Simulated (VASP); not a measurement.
# Mg5Zn3O8 (P1) in VASP: single point with r2SCAN

Aim: the single point of Mg5Zn3O8 with r2SCAN.

Program: VASP 6.6.1. These are calculated values, not measurements. Logs are shortened: lines on timing, memory, paths and dates and some standing lists are left out, and cuts for length are marked.

**1. The cell of the first run**

The typed cell holds 64 atoms: a = 8.468 Å, b = 8.468 Å, c = 8.468 Å, α = 90.00°, β = 90.00°, γ = 90.00°.

**2. Single point, r2SCAN**

File POSCAR:

```
Mg5Zn3O8
1.0
    8.4675470000      0.0000000000      0.0000000000
    0.0000000000      8.4675470000      0.0000000000
    0.0000000000      0.0000000000      8.4675470000
O Mg Zn
32 20 12
Direct
    0.2473580000      0.9999250000      0.9976570000
    0.2498500000      0.9972310000      0.5027490000
    0.2503070000      0.5010890000      0.0030230000
    0.2479870000      0.5027170000      0.4988270000
    0.7512840000      0.0000350000      0.9982110000
    0.7495260000      0.9973350000      0.5029590000
    0.7498880000      0.5010010000      0.9980270000
    0.7519490000      0.5031790000      0.5028600000
    0.0028280000      0.2507040000      0.0009300000
    0.9999410000      0.2501650000      0.5001470000
    0.0028910000      0.7505140000      0.0007130000
    0.9999000000      0.7502990000      0.4999490000
    0.4974100000      0.2530670000      0.0003810000
    0.4996460000      0.2481480000      0.4997580000
    0.4979010000      0.7488460000      0.0002460000
    0.4996780000      0.7525370000      0.4997190000
    0.9994850000      0.0008350000      0.2504500000
    0.9991720000      0.0009220000      0.7504040000
    0.0023780000      0.4999900000      0.2505960000
    0.9965990000      0.4998600000      0.7505290000
    0.5000390000      0.0029430000      0.2520350000
    0.4999700000      0.0036390000      0.7475800000
    0.4981690000      0.4974070000      0.2480360000
    0.5022080000      0.4981340000      0.7524770000
    0.2501200000      0.2524710000      0.2481350000
    0.2499230000      0.2481740000      0.7528370000
    0.2475040000      0.7478110000      0.2502540000
    0.2476350000      0.7527090000      0.7503080000
    0.7499610000      0.2505590000      0.2503810000
    0.7495050000      0.2503990000      0.7503760000
    0.7516480000      0.7502980000      0.2521200000
    0.7518950000      0.7505170000      0.7477470000
    0.9991930000      0.0005220000      0.0008050000
    0.9996260000      0.0004210000      0.5000900000
    0.9995700000      0.5004760000      0.0007790000
    0.9998590000      0.4999530000      0.5004380000
    0.4997250000      0.0004180000      0.4993400000
    0.5007170000      0.5012920000      0.0005350000
    0.2503440000      0.2502890000      0.0007220000
    0.2508860000      0.7508620000      0.0005300000
    0.2506520000      0.7498380000      0.5003440000
    0.7487580000      0.7499670000      0.4995460000
    0.2502770000      0.0004250000      0.7502660000
    0.2507260000      0.5001320000      0.2510020000
    0.7488250000      0.0002670000      0.7508180000
    0.7490320000      0.5007030000      0.7501170000
    0.9993230000      0.2502530000      0.2505610000
    0.9998380000      0.2505340000      0.7503550000
    0.9994550000      0.7504300000      0.2501930000
    0.9997490000      0.7503360000      0.7503290000
    0.5008470000      0.2501730000      0.2503560000
    0.4994790000      0.2510920000      0.7498510000
    0.4994780000      0.0012570000      0.9999230000
    0.4998250000      0.5000940000      0.5002450000
    0.2497970000      0.2499470000      0.5001990000
    0.7499050000      0.2507330000      0.9999220000
    0.7498520000      0.2499660000      0.5009290000
    0.7503880000      0.7504970000      0.9998240000
    0.2495090000      0.0002900000      0.2502640000
    0.2493760000      0.5004490000      0.7514360000
    0.7497090000      0.0001990000      0.2506480000
    0.7502900000      0.5003590000      0.2506020000
    0.4995460000      0.7502700000      0.2499270000
    0.4997840000      0.7508140000      0.7499530000
```

File INCAR.step1:

```
PREC     = Accurate       # precision mode
ENCUT    = 520            # plane-wave cutoff, eV
ISMEAR   = -1             # smearing method
SIGMA    = 0.05           # smearing width, eV
LREAL    = Auto         
LASPH    = T              # aspherical terms in the spheres
NELM     = 80             # most SCF steps
NBANDS   = 226            # bands
ISYM     = 0            
GGA      = PE             # functional
ALGO     = Normal         # electronic algorithm
EDIFF    = 1E-4           # SCF threshold, eV
LWAVE    = T              # write WAVECAR
LCHARG   = F              # write CHGCAR
```

File INCAR.step2:

```
PREC     = Accurate       # precision mode
ENCUT    = 520            # plane-wave cutoff, eV
EDIFF    = 1E-7           # SCF threshold, eV
ISMEAR   = -1             # smearing method
SIGMA    = 0.05           # smearing width, eV
LREAL    = Auto         
LASPH    = T              # aspherical terms in the spheres
NELM     = 80             # most SCF steps
ALGO     = Normal         # electronic algorithm
ISIF     = 2              # what is computed and relaxed
LWAVE    = F              # write WAVECAR
LCHARG   = F              # write CHGCAR
METAGGA  = R2SCAN         # meta-GGA
LMIXTAU  = T            
NBANDS   = 226            # bands
ISYM     = 0            
ISTART   = 1
```

File KPOINTS:

```
Automatic mesh
0
Gamma
  1 1 1
  0.25 0.25 0.25
```

Potentials or basis: VASP PAW PBE potentials, release 64 (O, Mg, Zn).

Started as:

```sh
cat potpaw_PBE.64/O/POTCAR potpaw_PBE.64/Mg/POTCAR potpaw_PBE.64/Zn/POTCAR > POTCAR
cp INCAR.step1 INCAR
mpirun -np 1 vasp_std > vasp.out
cp INCAR.step2 INCAR
mpirun -np 1 vasp_std > vasp.out
```

OUTCAR:

```text
PREC = Accurate
   ENCUT = 520
   EDIFF = 1E-7
   ISMEAR = -1
   LREAL = Auto
   LASPH = T
   NELM = 80
   ISIF = 2
   METAGGA = R2SCAN
   ISYM = 0
   ISTART = 1

 ion  position               nearest neighbor table
   1  0.247  1.000  0.998-  43 2.09  33 2.10  40 2.11  39 2.12  53 2.13  59 2.14
   2  0.250  0.997  0.503-  41 2.09  43 2.10  37 2.12  34 2.12  59 2.14  55 2.14
   3  0.250  0.501  0.003-  44 2.10  40 2.12  38 2.12  35 2.12  39 2.12  60 2.13
   4  0.248  0.503  0.499-  41 2.09  44 2.10  36 2.10  54 2.13  60 2.14  55 2.14
   5  0.751  0.000  0.998-  45 2.09  33 2.10  58 2.11  56 2.12  53 2.13  61 2.14
   6  0.750  0.997  0.503-  42 2.09  45 2.10  37 2.12  34 2.12  61 2.14  57 2.14
[... 76 lines left out ...]
  58  0.750  0.750  1.000-   7 2.11   5 2.11  32 2.13  31 2.14  15 2.14  11 2.14  45 2.99  33 2.99
                            50 2.99  38 2.99  35 2.99  49 2.99  46 2.99  64 3.00  61 3.00  62 3.00
  59  0.250  0.000  0.250-  17 2.12  21 2.12  25 2.14  27 2.14   2 2.14   1 2.14  40 2.99  37 2.99
                            39 2.99  55 2.99  34 2.99  33 2.99  49 2.99  63 2.99  47 2.99  53 3.00
  60  0.249  0.500  0.751-   3 2.13  28 2.14  26 2.14   4 2.14  20 2.14  24 2.14  35 2.99  39 2.99
                            48 2.99  52 2.99  40 2.99  50 2.99  38 3.00  41 3.00  36 3.00  64 3.00
  61  0.750  0.000  0.251-  21 2.11  17 2.11  31 2.12  29 2.12   6 2.14   5 2.14  37 2.99  51 2.99
                            42 2.99  33 2.99  34 2.99  49 2.99  47 2.99  57 2.99  63 2.99  58 3.00
  62  0.750  0.500  0.251-  29 2.12  31 2.12  19 2.13  23 2.14   8 2.14   7 2.14  42 2.99  35 2.99
                            47 2.99  49 2.99  36 2.99  51 2.99  38 2.99  54 2.99  56 3.00  63 3.00
  63  0.500  0.750  0.250-  15 2.11  16 2.12  27 2.13  31 2.13  21 2.14  23 2.14  40 2.98  38 2.98
                            42 2.99  44 2.99  41 2.99  37 2.99  59 2.99  61 2.99  54 3.00  62 3.00
  64  0.500  0.751  0.750-  16 2.12  15 2.12  32 2.13  28 2.14  24 2.14  22 2.14  45 2.98  41 2.99
                            43 2.99  46 2.99  42 2.99  40 2.99  38 2.99  37 3.00  53 3.00  54 3.00

IMPORTANT INFORMATION: All symmetrisations will be switched off!
NOSYMM: (Re-)initialisation of all symmetry stuff for point group C_1.

----------------------------------------------------------------------------------------

                                     Primitive cell

  volume of cell :     607.1176

  direct lattice vectors                    reciprocal lattice vectors
     8.467547000  0.000000000  0.000000000     0.118097957  0.000000000  0.000000000
     0.000000000  8.467547000  0.000000000     0.000000000  0.118097957  0.000000000
     0.000000000  0.000000000  8.467547000     0.000000000  0.000000000  0.118097957

  length of vectors
     8.467547000  8.467547000  8.467547000     0.118097957  0.118097957  0.118097957

  position of ions in fractional coordinates (direct lattice)
     0.247358000  0.999925000  0.997657000
     0.249850000  0.997231000  0.502749000
     0.250307000  0.501089000  0.003023000
     0.247987000  0.502717000  0.498827000
     0.751284000  0.000035000  0.998211000
     0.749526000  0.997335000  0.502959000
[... 56 lines left out ...]
     0.499546000  0.750270000  0.249927000
     0.499784000  0.750814000  0.749953000

  ion indices of the primitive-cell ions
   primitive index   ion index
                 1           1
                 2           2
                 3           3
                 4           4
                 5           5
                 6           6
[... 56 lines left out ...]
                63          63
                64          64

----------------------------------------------------------------------------------------

 KPOINTS: Automatic mesh

Automatic generation of k-mesh.
 Grid dimensions read from file:
 generate k-points for:    1    1    1

 Generating k-lattice:

  Cartesian coordinates                     Fractional coordinates (reciprocal lattice)
     0.118097957  0.000000000  0.000000000     1.000000000  0.000000000  0.000000000
     0.000000000  0.118097957  0.000000000     0.000000000  1.000000000  0.000000000
     0.000000000  0.000000000  0.118097957     0.000000000  0.000000000  1.000000000

  Length of vectors
     0.118097957  0.118097957  0.118097957

  Shift w.r.t. Gamma in fractional coordinates (k-lattice)
     0.250000000  0.250000000  0.250000000

 Subroutine IBZKPT returns following result:
 ===========================================

 Found      4 irreducible k-points:

 Following reciprocal coordinates:
            Coordinates               Weight
  0.250000  0.250000  0.250000      2.000000
 -0.250000  0.250000  0.250000      2.000000
 -0.250000 -0.250000  0.250000      2.000000
  0.250000 -0.250000  0.250000      2.000000
   k-points           NKPTS =      4   k-points in BZ     NKDIM =      4   number of bands    NBANDS=    226
   number of dos      NEDOS =    301   number of ions     NIONS =     64
   total plane-waves  NPLWV = 262144
   dimension x,y,z NGX =    64 NGY =   64 NGZ =   64
   dimension x,y,z NGXF=   128 NGYF=  128 NGZF=  128
   ions per type =              32  20  12
   NGX,Y,Z   is equivalent  to a cutoff of  12.57, 12.57, 12.57 a.u.
   NGXF,Y,Z  is equivalent  to a cutoff of  25.13, 25.13, 25.13 a.u.
 SYSTEM =  unknown system
   PREC   = accura    normal or accurate (medium, high low for compatibility)
   ISTART =      1    job   : 0-new  1-cont  2-samecut
   ICHARG =      0    charge: 1-file 2-atom 10-const
   ISPIN  =      1    spin polarized calculation?
   LNONCOLLINEAR =      F non collinear calculations
   LSORBIT =      F    spin-orbit coupling
   LASPH  =      T    aspherical Exc in radial PAW
   ENCUT  =  520.0 eV  38.22 Ry    6.18 a.u.  15.74 15.74 15.74*2*pi/ulx,y,z
   NELM   =     80;   NELMIN=  2; NELMDL=  0     # of ELM steps
   EDIFF  = 0.1E-06   stopping-criterion for ELM
   LREAL  =      T    real-space projection
   EDIFFG = 0.1E-05   stopping-criterion for IOM
   NSW    =      0    number of steps for IOM
   IBRION =     -1    ionic relax: 0-MD 1-quasi-New 2-CG
   NFREE  =      0    steps in history (QN), initial steepest desc. (CG)
   ISIF   =      2    stress and relaxation
   ISYM   =      0    0-nonsym 1-usesym 2-fastsym
   POTIM  = 0.5000    time-step for ionic-motion
   TEBEG  =    0.0;   TEEND  =   0.0 temperature during run
   PSTRESS=    0.0 pullay stress
   NELECT =     376.0000    total number of electrons
   NUPDOWN=      -1.0000    fix difference up-down
   EMIN   =  10.00;   EMAX   =-10.00  energy-range for DOS
   EFERMI =   0.00;   METHOD = LEGACY
   ISMEAR =    -1;   SIGMA  =   0.05  broadening in eV -4-tet -1-fermi 0-gaus
   EFERMI_NEDOS =   21; number of points for ismear=-14 and -15
   IALGO  =     38    algorithm
   IMIX   =      4    mixing-type and parameters
     AMIX     =   0.40;   BMIX     =  1.00
     AMIX_MAG =   1.60;   BMIX_MAG =  1.00
  volume/ion in A,a.u.               =       9.49        64.02
  Fermi-wavevector in a.u.,A,eV,Ry     =   1.395446  2.637011 26.494226  1.947271
  Thomas-Fermi vector in A             =   2.518897
   LORBIT       =      0    0 simple, 1 ext, 2 COOP (PROOUT), +10 PAW based schemes
   METAGGA = R2SCAN    functional components
   LHFCALC =     F    Hartree Fock is set to
   AEXX    =    0.0000 exact exchange contribution
   IVDW    =     0    specifies the selected vdW correction
   LEPSILON=     F    determine dielectric tensor
   LRPA    =     F    only Hartree local field effects (RPA)
 non-spin polarized calculation
  energy-cutoff  :      520.00
  volume of cell :      607.12
 maximum number of plane-waves:     16317
 NGX is ok and might be reduce to    64
   NGX = 31   NGY = 31   NGZ = 31

 number of electron     376.0000270 magnetization

 Free energy of the ion-electron system (eV)
  ---------------------------------------------------
  ext. energy  EPLUGINS =         0.00000000
  ---------------------------------------------------
  free energy    TOTEN  =      -538.77706900 eV

  energy without entropy =     -538.77706900  energy(sigma->0) =     -538.77706900

 E-fermi :   4.1823     XC(G=0): -12.1797

 val. band max:        2.8955049871   @ k =  -0.2500   0.2500   0.2500
 cond. band min:       7.3094326294   @ k =  -0.2500   0.2500   0.2500
 fundamental gap:      4.4139276423
 Fermi energy:         4.1823240378

 k-point     1 :       0.2500    0.2500    0.2500
  band No.  band energies     occupation
      1     -15.9537      2.00000
      2     -15.6188      2.00000
      3     -15.5475      2.00000
      4     -15.5238      2.00000
      5     -15.2998      2.00000
      6     -15.2474      2.00000
[... 801 lines left out ...]
    199      10.6993      0.00000
    200      10.8268      0.00000
 [bands above 200 left out]

------------------------ aborting loop because EDIFF is reached ----------------------------------------

  FORCE on cell =-STRESS in cart. coord.  units (eV):
  Direction    XX          YY          ZZ          XY          YZ          ZX
  --------------------------------------------------------------------------------------
  -------------------------------------------------------------------------------------
  Total       -2.6826859     -2.2810440     -2.5039879      0.0060870      0.1643335     -0.2139724
  in kB       -7.0795812     -6.0196522     -6.6079990      0.0160637      0.4336745     -0.5646710
  external PRESSURE =      -6.5690775 kB  Pullay stress =       0.0000000 kB

 VOLUME and BASIS-vectors are now :
 -----------------------------------------------------------------------------
  energy-cutoff  :      520.00
  volume of cell :      607.12
      direct lattice vectors                 reciprocal lattice vectors
     8.467547000  0.000000000  0.000000000     0.118097957  0.000000000  0.000000000
     0.000000000  8.467547000  0.000000000     0.000000000  0.118097957  0.000000000
     0.000000000  0.000000000  8.467547000     0.000000000  0.000000000  0.118097957

 POSITION                                       TOTAL-FORCE (eV/Angst)
 -----------------------------------------------------------------------------------
      2.09452      8.46691      8.44771        -0.055093      0.006937     -0.063372
      2.11562      8.44410      4.25705         0.001379     -0.081983      0.082334
      2.11949      4.24299      0.02560        -0.008233      0.003832      0.057425
      2.09984      4.25678      4.22384        -0.083164      0.101102     -0.084286
      6.36153      0.00030      8.45240         0.102825     -0.000692     -0.108025
      6.34665      8.44498      4.25883        -0.002090     -0.087394      0.090154
[... 56 lines left out ...]
      4.22993      6.35295      2.11627        -0.008931     -0.007630      0.005806
      4.23194      6.35755      6.35026         0.005363      0.004045     -0.002231
 -----------------------------------------------------------------------------------
    total drift:                                0.037404     -0.069624     -0.079124

  FREE ENERGIE OF THE ION-ELECTRON SYSTEM (eV)
  ---------------------------------------------------
  free  energy   TOTEN  =      -538.7770689971 eV

  energy  without entropy=     -538.7770689970  energy(sigma->0) =     -538.77706900
```

Wall time 44 min (1 thread of Intel Xeon Platinum 8375C at 2.90GHz (Ice Lake), shared host); peak memory 0.87 GiB.

Results:

| Quantity | Value |
| --- | --- |
| Free energy | -538.7771 eV |
| Pressure | -0.7 GPa |
| Largest force | 0.162 eV/Å |
| Band gap on the k mesh | 4.41 eV, direct |

Forces on the atoms (eV/Å):
```
O   -0.055  0.007 -0.063
O    0.001 -0.082  0.082
O   -0.008  0.004  0.057
O   -0.083  0.101 -0.084
O    0.103 -0.001 -0.108
O   -0.002 -0.087  0.090
O    0.008  0.019 -0.089
O    0.060  0.072  0.069
O    0.061 -0.009 -0.008
O    0.004  0.001 -0.004
O    0.064 -0.010 -0.001
O    0.001  0.004 -0.007
O   -0.084  0.083  0.011
O    0.001 -0.081  0.005
O   -0.097 -0.086  0.016
O   -0.012  0.081 -0.010
O   -0.007  0.006  0.000
O   -0.009  0.014 -0.003
O    0.056 -0.020 -0.006
O   -0.063 -0.004  0.012
O   -0.011  0.097  0.087
O    0.007  0.091 -0.082
O   -0.065 -0.067 -0.060
O    0.089 -0.107  0.083
O    0.000  0.081 -0.081
O   -0.003 -0.080  0.080
O   -0.060 -0.060  0.018
O   -0.077  0.078  0.004
O   -0.002  0.000  0.002
O   -0.001  0.001  0.001
O    0.088 -0.019  0.089
O    0.076  0.004 -0.082
Mg   0.027  0.000 -0.034
Mg  -0.001 -0.036  0.030
Mg   0.031 -0.001 -0.003
Mg  -0.001  0.035 -0.005
Mg   0.004 -0.001  0.031
Mg  -0.033 -0.030 -0.001
Mg  -0.009  0.014  0.002
Mg  -0.041 -0.020 -0.003
Mg  -0.046  0.015 -0.004
Mg   0.049  0.019  0.032
Mg  -0.028  0.000 -0.001
Mg  -0.028 -0.001 -0.029
Mg   0.031 -0.003 -0.030
Mg   0.022 -0.003  0.002
Mg   0.032  0.017 -0.017
Mg   0.001 -0.018  0.015
Mg   0.028 -0.019  0.017
Mg  -0.003  0.013 -0.017
Mg  -0.036  0.015 -0.016
Mg   0.005 -0.011  0.016
Zn  -0.009  0.005 -0.008
Zn   0.005  0.002 -0.002
Zn   0.002 -0.003 -0.001
Zn   0.003 -0.001 -0.008
Zn   0.001 -0.003  0.004
Zn   0.011 -0.009 -0.006
Zn   0.001  0.000  0.001
Zn  -0.003  0.000  0.004
Zn   0.009 -0.003  0.010
Zn   0.003  0.001  0.001
Zn  -0.009 -0.008  0.006
Zn   0.005  0.004 -0.002
```

Caveat: the k points lie up to 0.74 Å⁻¹ apart; the PAW data sets were made with another functional, which shifts forces and pressure a little. A k mesh can miss the band edges.
